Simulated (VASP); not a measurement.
# TiGe6Mo2 (Fmmm) in VASP: notebook

Runs on TiGe6Mo2. Level: PBE. Tasks: single point.

All numbers are computed with VASP 6.6.1; they aren't measurements. Logs are shortened: lines on timing, memory, paths and dates and some standing lists are left out, and cuts for length are marked.

## Step 1: The cell of the first run

It takes space group Fmmm (No. 69, orthorhombic). The conventional cell has a = 4.747 Å, b = 8.357 Å, c = 14.190 Å, α = 90.00°, β = 90.00°, γ = 90.00°. Within 3.6 Å of Ti (site symmetry mmm) lie 10 Ge at 2.73 to 2.82 Å and 4 Mo at 3.36 Å. Within 3.6 Å of Ge (site symmetry m2m) lie 9 Ge at 2.71 to 3.36 Å and 3 Ti at 2.73 to 2.82 Å and 2 Mo at 2.73 Å. Ge (site symmetry m) has 4 Mo at 2.71 to 2.82 Å and 9 Ge at 2.71 to 3.36 Å and 1 Ti at 2.74 Å within 3.6 Å. Mo (site symmetry mm2) has 10 Ge at 2.71 to 2.82 Å and 2 Mo at 3.34 Å and 2 Ti at 3.36 Å within 3.6 Å.

## Step 2: Single point, PBE

INCAR reads:

```
SYSTEM = TiGe6Mo2
PREC = Accurate
ENCUT = 520
EDIFF = 1E-6
ISMEAR = 0
SIGMA = 0.1
LREAL = .FALSE.
LASPH = .TRUE.
NELM = 80
ALGO = Normal
ISIF = 2
LWAVE = .FALSE.
LCHARG = .FALSE.
GGA = PE
NBANDS = 72
```

KPOINTS reads:

```
regular mesh
0
G
  4 4 4
  0 0 0
```

POSCAR reads:

```
TiGe6Mo2
1.0
    0.0000000000      4.1785331000      7.0951981000
    2.3735480000      0.0000000000      7.0951981000
    2.3735480000      4.1785331000      0.0000000000
Ti Ge Mo
1 6 2
Direct
    0.0000000000      0.0000000000      0.0000000000
    0.6622230000      0.3377770000      0.6622230000
    0.9947830000      0.6704050000      0.3295950000
    0.3295950000      0.0052170000      0.9947830000
    0.3377770000      0.6622230000      0.3377770000
    0.6704050000      0.9947830000      0.0052170000
    0.0052170000      0.3295950000      0.6704050000
    0.3327260000      0.3327260000      0.6672740000
    0.6672740000      0.6672740000      0.3327260000
```

Potentials or basis: VASP PAW PBE potentials, release 64 (Ti_sv, Ge_d, Mo_sv).

Run with:

```sh
$ cat potpaw_PBE.64/Ti_sv/POTCAR potpaw_PBE.64/Ge_d/POTCAR potpaw_PBE.64/Mo_sv/POTCAR > POTCAR
$ mpirun -np 1 vasp_std > vasp.out
```

OUTCAR:

```text
SYSTEM = TiGe6Mo2
   PREC = Accurate
   ENCUT = 520
   EDIFF = 1E-6
   ISMEAR = 0
   LREAL = .FALSE.
   LASPH = .TRUE.
   NELM = 80
   ISIF = 2
   GGA = PE

 ion  position               nearest neighbor table
   1  0.000  0.000  0.000-   2 2.73   2 2.73   5 2.73   5 2.73   6 2.74   7 2.74   3 2.74   4 2.74
                             2 2.82   5 2.82
   2  0.662  0.338  0.662-   5 2.71   1 2.73   1 2.73   8 2.73   9 2.73   5 2.79   5 2.79   6 2.79
                             7 2.79   1 2.82
   3  0.995  0.670  0.330-   9 2.71   6 2.71   8 2.73   8 2.73   1 2.74   7 2.77   6 2.79   6 2.79
                             5 2.79   8 2.82
   4  0.330  0.005  0.995-   8 2.71   7 2.71   9 2.73   9 2.73   1 2.74   6 2.77   7 2.79   7 2.79
                             5 2.79   9 2.82
   5  0.338  0.662  0.338-   2 2.71   1 2.73   1 2.73   8 2.73   9 2.73   2 2.79   2 2.79   3 2.79
                             4 2.79   1 2.82
   6  0.670  0.995  0.005-   9 2.71   3 2.71   8 2.73   8 2.73   1 2.74   4 2.77   3 2.79   3 2.79
                             2 2.79   8 2.82
   7  0.005  0.330  0.670-   8 2.71   4 2.71   9 2.73   9 2.73   1 2.74   3 2.77   4 2.79   4 2.79
                             2 2.79   9 2.82
   8  0.333  0.333  0.667-   4 2.71   7 2.71   3 2.73   3 2.73   6 2.73   6 2.73   5 2.73   2 2.73
                             6 2.82   3 2.82   9 3.34   9 3.34
   9  0.667  0.667  0.333-   3 2.71   6 2.71   4 2.73   4 2.73   7 2.73   7 2.73   5 2.73   2 2.73
                             4 2.82   7 2.82   8 3.34   8 3.34

  LATTYP: Found a face centered orthorhombic cell.
 ALAT       =     4.7470960000
 B/A-ratio  =     1.7604586467
 C/A-ratio  =     2.9892793826

  Lattice vectors:

 A1 = (   0.0000000000,   4.1785331000,   7.0951981000)
 A2 = (   2.3735480000,   0.0000000000,   7.0951981000)
 A3 = (   2.3735480000,   4.1785331000,   0.0000000000)

Analysis of symmetry for initial positions (statically):
=====================================================================
 Subroutine PRICEL returns:
 Original cell was already a primitive cell.

 Routine SETGRP: Setting up the symmetry group for a
 face centered orthorhombic supercell.

 Subroutine GETGRP returns: Found  8 space group operations
 (whereof  8 operations were pure point group operations)
 out of a pool of  8 trial point group operations.

The static configuration has the point symmetry D_2h.

Analysis of symmetry for dynamics (positions and initial velocities):
=====================================================================
 Subroutine PRICEL returns:
 Original cell was already a primitive cell.

 Routine SETGRP: Setting up the symmetry group for a
 face centered orthorhombic supercell.

 Subroutine GETGRP returns: Found  8 space group operations
 (whereof  8 operations were pure point group operations)
 out of a pool of  8 trial point group operations.

The dynamic configuration has the point symmetry D_2h.

 Subroutine INISYM returns: Found  8 space group operations
 (whereof  8 operations are pure point group operations),
 and found     1 'primitive' translations

----------------------------------------------------------------------------------------

                                     Primitive cell

  volume of cell :     140.7396

  direct lattice vectors                    reciprocal lattice vectors
     0.000000000  4.178533100  7.095198100    -0.210655104  0.119659217  0.070470196
     2.373548000  0.000000000  7.095198100     0.210655104 -0.119659217  0.070470196
     2.373548000  4.178533100  0.000000000     0.210655104  0.119659217 -0.070470196

  length of vectors
     8.234195464  7.481682043  4.805608076     0.252309234  0.252309234  0.252309234

  position of ions in fractional coordinates (direct lattice)
     0.000000000  0.000000000  0.000000000
     0.662223000  0.337777000  0.662223000
     0.994783000  0.670405000  0.329595000
     0.329595000  0.005217000  0.994783000
     0.337777000  0.662223000  0.337777000
     0.670405000  0.994783000  0.005217000
     0.005217000  0.329595000  0.670405000
     0.332726000  0.332726000  0.667274000
     0.667274000  0.667274000  0.332726000

  ion indices of the primitive-cell ions
   primitive index   ion index
                 1           1
                 2           2
                 3           3
                 4           4
                 5           5
                 6           6
                 7           7
                 8           8
                 9           9

----------------------------------------------------------------------------------------

 KPOINTS: regular mesh

Automatic generation of k-mesh.
 Grid dimensions read from file:
 generate k-points for:    4    4    4

 Generating k-lattice:

  Cartesian coordinates                     Fractional coordinates (reciprocal lattice)
    -0.052663776  0.029914804  0.017617549     0.250000000 -0.000000000 -0.000000000
     0.052663776 -0.029914804  0.017617549     0.000000000  0.250000000  0.000000000
     0.052663776  0.029914804 -0.017617549     0.000000000  0.000000000  0.250000000

  Length of vectors
     0.063077308  0.063077308  0.063077308

  Shift w.r.t. Gamma in fractional coordinates (k-lattice)
     0.000000000  0.000000000  0.000000000

 Subroutine IBZKPT returns following result:
 ===========================================

 Found     18 irreducible k-points:

 Following reciprocal coordinates:
            Coordinates               Weight
  0.000000  0.000000  0.000000      1.000000
  0.250000  0.000000  0.000000      8.000000
  0.500000  0.000000  0.000000      4.000000
  0.250000  0.250000  0.000000      2.000000
  0.500000  0.250000  0.000000      8.000000
 -0.250000  0.250000 -0.000000      4.000000
[... 10 lines left out ...]
 -0.250000  0.250000  0.500000      2.000000
  0.000000  0.500000  0.500000      1.000000
   k-points           NKPTS =     18   k-points in BZ     NKDIM =     18   number of bands    NBANDS=     72
   number of dos      NEDOS =    301   number of ions     NIONS =      9
   total plane-waves  NPLWV = 129024
   dimension x,y,z NGX =    64 NGY =   56 NGZ =   36
   dimension x,y,z NGXF=   128 NGYF=  112 NGZF=   72
   ions per type =               1   6   2
   NGX,Y,Z   is equivalent  to a cutoff of  12.92, 12.44, 12.45 a.u.
   NGXF,Y,Z  is equivalent  to a cutoff of  25.84, 24.89, 24.91 a.u.
 SYSTEM =  TiGe6Mo2
   PREC   = accura    normal or accurate (medium, high low for compatibility)
   ISTART =      0    job   : 0-new  1-cont  2-samecut
   ICHARG =      2    charge: 1-file 2-atom 10-const
   ISPIN  =      1    spin polarized calculation?
   LNONCOLLINEAR =      F non collinear calculations
   LSORBIT =      F    spin-orbit coupling
   LASPH  =      T    aspherical Exc in radial PAW
   ENCUT  =  520.0 eV  38.22 Ry    6.18 a.u.  15.31 13.91  8.94*2*pi/ulx,y,z
   NELM   =     80;   NELMIN=  2; NELMDL= -5     # of ELM steps
   EDIFF  = 0.1E-05   stopping-criterion for ELM
   LREAL  =      F    real-space projection
   EDIFFG = 0.1E-04   stopping-criterion for IOM
   NSW    =      0    number of steps for IOM
   IBRION =     -1    ionic relax: 0-MD 1-quasi-New 2-CG
   NFREE  =      0    steps in history (QN), initial steepest desc. (CG)
   ISIF   =      2    stress and relaxation
   ISYM   =      2    0-nonsym 1-usesym 2-fastsym
   POTIM  = 0.5000    time-step for ionic-motion
   TEBEG  =    0.0;   TEEND  =   0.0 temperature during run
   PSTRESS=    0.0 pullay stress
   NELECT =     124.0000    total number of electrons
   NUPDOWN=      -1.0000    fix difference up-down
   EMIN   =  10.00;   EMAX   =-10.00  energy-range for DOS
   EFERMI =   0.00;   METHOD = LEGACY
   ISMEAR =     0;   SIGMA  =   0.10  broadening in eV -4-tet -1-fermi 0-gaus
   EFERMI_NEDOS =   21; number of points for ismear=-14 and -15
   IALGO  =     38    algorithm
   IMIX   =      4    mixing-type and parameters
     AMIX     =   0.40;   BMIX     =  1.00
     AMIX_MAG =   1.60;   BMIX_MAG =  1.00
  volume/ion in A,a.u.               =      15.64       105.53
  Fermi-wavevector in a.u.,A,eV,Ry     =   1.569435  2.965802 33.512856  2.463125
  Thomas-Fermi vector in A             =   2.671318
   LORBIT       =      0    0 simple, 1 ext, 2 COOP (PROOUT), +10 PAW based schemes
   GGA     = PE    functional components
   LHFCALC =     F    Hartree Fock is set to
   AEXX    =    0.0000 exact exchange contribution
   IVDW    =     0    specifies the selected vdW correction
   LEPSILON=     F    determine dielectric tensor
   LRPA    =     F    only Hartree local field effects (RPA)
 non-spin polarized calculation
 Gauss-broadening in eV      SIGMA  =   0.10
  energy-cutoff  :      520.00
  volume of cell :      140.74
 maximum number of plane-waves:      3820
 NGX is ok and might be reduce to    64
   NGX = 31   NGY = 27   NGZ = 17

 number of electron     123.9999989 magnetization

 Free energy of the ion-electron system (eV)
  ---------------------------------------------------
  ext. energy  EPLUGINS =         0.00000000
  ---------------------------------------------------
  free energy    TOTEN  =       -58.55850666 eV

  energy without entropy =      -58.52523516  energy(sigma->0) =      -58.54187091

 E-fermi :   9.5054     XC(G=0): -12.4951

 val. band max:        9.4856991820   @ k =  -0.2500   0.2500   0.5000
 cond. band min:       9.5121021839   @ k =   0.5000   0.0000   0.5000
 fundamental gap:      0.0264030018
 Fermi energy:         9.5054080307

 k-point     1 :       0.0000    0.0000    0.0000
  band No.  band energies     occupation
      1     -51.3675      2.00000
      2     -51.3576      2.00000
      3     -47.1903      2.00000
      4     -25.5261      2.00000
      5     -25.5018      2.00000
      6     -25.4975      2.00000
[... 64 lines left out ...]
     71      12.7582      0.00000
     72      12.9136      0.00000
[... 1273 lines left out ...]
     71      12.7217      0.00000
     72      13.8424      0.00000

------------------------ aborting loop because EDIFF is reached ----------------------------------------

  FORCE on cell =-STRESS in cart. coord.  units (eV):
  Direction    XX          YY          ZZ          XY          YZ          ZX
  --------------------------------------------------------------------------------------
  -------------------------------------------------------------------------------------
  Total        0.6114780     -0.2659287      0.4868196      0.0000000      0.0000000      0.0000000
  in kB        6.9610540     -3.0273270      5.5419455      0.0000000      0.0000000      0.0000000
  external PRESSURE =       3.1585575 kB  Pullay stress =       0.0000000 kB

 VOLUME and BASIS-vectors are now :
 -----------------------------------------------------------------------------
  energy-cutoff  :      520.00
  volume of cell :      140.74
      direct lattice vectors                 reciprocal lattice vectors
     0.000000000  4.178533100  7.095198100    -0.210655104  0.119659217  0.070470196
     2.373548000  0.000000000  7.095198100     0.210655104 -0.119659217  0.070470196
     2.373548000  4.178533100  0.000000000     0.210655104  0.119659217 -0.070470196

 POSITION                                       TOTAL-FORCE (eV/Angst)
 -----------------------------------------------------------------------------------
      0.00000      0.00000      0.00000         0.000000      0.000000     -0.000000
      2.37355      5.53424      7.09520        -0.000000     -0.041906     -0.000000
      2.37355      5.53396     11.81484        -0.000000     -0.021600     -0.000441
      2.37355      5.53396      2.37556        -0.000000     -0.021600      0.000441
      2.37355      2.82282      7.09520        -0.000000      0.041906     -0.000000
      2.37355      2.82311     11.81484        -0.000000      0.021600     -0.000441
      2.37355      2.82311      2.37556        -0.000000      0.021600      0.000441
      2.37355      4.17853      4.72151        -0.000000      0.000000      0.135971
      2.37355      4.17853      9.46888        -0.000000      0.000000     -0.135971
 -----------------------------------------------------------------------------------
    total drift:                                0.000000      0.000000      0.000000

  FREE ENERGIE OF THE ION-ELECTRON SYSTEM (eV)
  ---------------------------------------------------
  free  energy   TOTEN  =       -58.5585066644 eV

  energy  without entropy=      -58.5252351640  energy(sigma->0) =      -58.54187091
```

It took 3.1 min on 1 thread of Intel Xeon 6975P-C (Granite Rapids), shared host; peak memory 0.43 GiB.

What came out:

| Quantity | Value |
| --- | --- |
| Free energy | -58.5585 eV |
| Pressure | 0.3 GPa |
| Largest force | 0.136 eV/Å |
| Band gap on the k mesh | zero (bands 62 and 63 overlap by 0.84 eV) |

Forces on the atoms (eV/Å):
```
Ti   0.000  0.000  0.000
Ge   0.000 -0.042  0.000
Ge   0.000 -0.022  0.000
Ge   0.000 -0.022  0.000
Ge   0.000  0.042  0.000
Ge   0.000  0.022  0.000
Ge   0.000  0.022  0.000
Mo   0.000  0.000  0.136
Mo   0.000  0.000 -0.136
```

Levels at points of the mesh, in eV from the Fermi level:
```csv
k point,band 58,band 59,band 60,band 61,band 62,band 63,band 64,band 65,band 66,band 67
"(0.00, 0.00, 0.00)",-1.69,-1.65,-1.56,-1.18,-0.87,0.89,2.70,2.79,2.80,2.92
"(0.50, 0.00, 0.00)",-1.63,-1.61,-1.30,-0.62,-0.40,0.40,1.37,1.55,1.68,2.01
"(0.50, 0.50, 0.00)",-1.33,-1.33,-1.05,-0.94,-0.89,-0.66,1.25,1.77,2.16,2.22
"(0.50, 0.00, 0.50)",-1.38,-1.24,-0.79,-0.13,-0.11,0.01,0.32,0.98,1.09,1.11
"(0.00, 0.50, 0.50)",-0.95,-0.89,-0.53,-0.03,0.09,0.19,0.27,0.62,1.03,1.44
```

Caveat: the k points lie up to 0.40 Å⁻¹ apart, too coarse for converged energies and pressures of a metal.

[end of part 1 of 2]

The gap in the log of VASP goes by the Fermi energy; the results here count the filled bands.